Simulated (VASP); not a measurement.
Wanted: the native input for a VASP 6.6.1 run.

| Item | Value |
| --- | --- |
| Task | single point |
| Functional | PBE |
| Potentials or basis | VASP PAW PBE potentials, release 64 (Bi_d, Se) |
| Cutoff | 520 eV |
| k mesh | 6 × 6 × 6 |
| Occupations | gaussian, width 0.1 eV |
| Spin | no spin polarisation |
| Dipole correction | no |
| Further INCAR settings | ALGO = Normal; EDIFF = 1e-07; NBANDS = 28 |

The structure of BiSe4 lies in POSCAR:

```
BiSe4
1.0
   -2.7305138575      2.7305138575      4.5864264946
    2.7305138575     -2.7305138575      4.5864264946
    2.7305138575      2.7305138575     -4.5864264946
Bi Se
1 4
Direct
    0.0000000000      0.0000000000      0.0000000000
    0.6894131171      0.6894131171      0.0000000000
    0.7500000000      0.2500000000      0.5000000000
    0.2500000000      0.7500000000      0.5000000000
    0.3105868829      0.3105868829      0.0000000000
```

The cell was built from a structure type or drawn by symmetry, and may not be a known phase.

One way to write it, as run:

INCAR

```
SYSTEM = BiSe4
ALGO     = Normal         ! electronic algorithm
EDIFF    = 1E-7           ! SCF threshold, eV
ENCUT    = 520            ! plane-wave cutoff, eV
GGA      = PE             ! functional
ISIF     = 2              ! what is computed and relaxed
ISMEAR   = 0              ! smearing method
LASPH    = .True.         ! aspherical terms in the spheres
LCHARG   = .False.        ! write CHGCAR
LREAL    = .False.        ! projectors in reciprocal space
LWAVE    = .False.        ! write WAVECAR
NBANDS   = 28             ! bands
NELM     = 60             ! most SCF steps
PREC     = Accurate       ! precision mode
SIGMA    = 0.1            ! smearing width, eV
```

KPOINTS

```
k-points
0
Gamma
  6 6 6
  0 0 0
```

Potentials or basis: VASP PAW PBE potentials, release 64 (Bi_d, Se).

Command:

```console
$ cat potpaw_PBE.64/Bi_d/POTCAR potpaw_PBE.64/Se/POTCAR > POTCAR
$ mpirun -np 1 vasp_std > vasp.out
```

Results of the run:

The pressure is 0.0 GPa, the largest force is 0.007 eV/Å and the band gap on the k mesh is zero (an odd number of electrons rules out a gap without spin polarisation).

Caveat: spin-orbit coupling is left out, which moves the levels of the heavy elements.

Wall time 69 s on 1 thread of Intel(R) Xeon(R) 6975P-C (Granite Rapids), on a shared host, peak memory 0.37 GiB.
